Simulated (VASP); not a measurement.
Wanted: the native input for a VASP 6.6.1 run.

- Task: single point
- Functional: PBEsol
- Potentials or basis: VASP PAW PBE potentials, release 64 (Ga_d, N)
- Cutoff: 520 eV
- k mesh: 8 × 8 × 6
- Occupations: gaussian, width 0.05 eV
- Spin: no spin polarisation
- Dipole correction: no
- Further INCAR settings: ALGO = Normal; EDIFF = 1e-06; NBANDS = 26

The structure of GaN lies in POSCAR:

```
GaN
1.0
    0.0000000000     -2.2490913701     -2.3390550249
    0.0000000000      2.2490913701     -2.3390550249
    4.6781100497      0.0000000000      0.0000000000
Ga N
2 2
Direct
    0.4976558961      0.4976558961      0.5000000000
    0.0023441039      0.0023441039      0.0000000000
    0.0193411440      0.4806588560      0.2500000000
    0.4806588560      0.0193411440      0.7500000000
```

These files were run (other wordings do the same):

INCAR

```
SYSTEM = GaN
  ALGO = Normal
  EDIFF = 1E-6
  ENCUT = 520
  GGA = PS
  ISIF = 2
  ISMEAR = 0
  LASPH = .TRUE.
  LCHARG = .TRUE.
  LELF = .TRUE.
  LREAL = .FALSE.
  LVHAR = .TRUE.
  LWAVE = .FALSE.
  NBANDS = 26
  NELM = 100
  PREC = Accurate
  SIGMA = 0.05
```

KPOINTS

```
k-points
0
G
  8 8 6
  0 0 0
```

Potentials or basis: VASP PAW PBE potentials, release 64 (Ga_d, N).

Command:

```bash
$ cat potpaw_PBE.64/Ga_d/POTCAR potpaw_PBE.64/N/POTCAR > POTCAR
$ mpirun -np 1 vasp_std > vasp.out
```

It gave:

```yaml
Pressure: -11.7 GPa
Largest_force: 1.241 eV/Å
Band_gap_on_the_k_mesh: 1.11 eV
```

Caveat: the PAW data sets were made with another functional, which shifts forces and pressure a little.

Run time: 110 s on 1 thread of Intel(R) Xeon(R) Platinum 8488C (Sapphire Rapids), on a shared host, peak memory 0.21 GiB.
